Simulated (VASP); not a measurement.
Input of a VASP 6.6.1 run:

The input INCAR:

```
SYSTEM = Pt
PREC = Accurate
ENCUT = 600
EDIFF = 1E-7
ISMEAR = -1
SIGMA = 0.1
LREAL = .FALSE.
LASPH = .TRUE.
NELM = 80
ALGO = Normal
ISIF = 3
LWAVE = .FALSE.
LCHARG = .FALSE.
GGA = PS
IBRION = 2
NSW = 32
EDIFFG = -0.005
PSTRESS = 26.0
```

The input KPOINTS:

```
regular mesh
0
G
  16 16 16
  0 0 0
```

Contents of POSCAR:

```
Pt
1.0
   -2.4742770237      2.4742770237      1.3315686285
    2.4742770237     -2.4742770237      1.3315686285
    2.4742770237      2.4742770237     -1.3315686285
Pt
2
Direct
   -0.3750000000     -0.1250000000     -0.2500000000
    0.3750000000      0.1250000000      0.2500000000
```

Potentials or basis: VASP PAW PBE potentials, release 64 (Pt).

The run is started by

```bash
$ cat potpaw_PBE.64/Pt/POTCAR > POTCAR
$ mpirun -np 1 vasp_std > vasp.out
```

Question: Predict the relaxed cell.

Answer: a = 3.742 Å, b = 3.742 Å, c = 3.742 Å, α = 97.27°, β = 97.27°, γ = 138.33°.

Question: What does it give for the relaxed volume?

Answer: 16.28 Å³/atom.

Final structure:
```yaml
crystal:
  lattice:
    - [-2.47290, 2.47290, 1.33088]
    - [2.47290, -2.47290, 1.33088]
    - [2.47290, 2.47290, -1.33088]
  atoms:
    - { symbol: Pt, position: [0.62500, 0.87500, 0.75000] }
    - { symbol: Pt, position: [0.37500, 0.12500, 0.25000] }
```

Caveat: the cell is relaxed towards a set pressure, so the enthalpy falls and the energy may rise; the PAW data sets were made with another functional, which shifts forces and pressure a little.
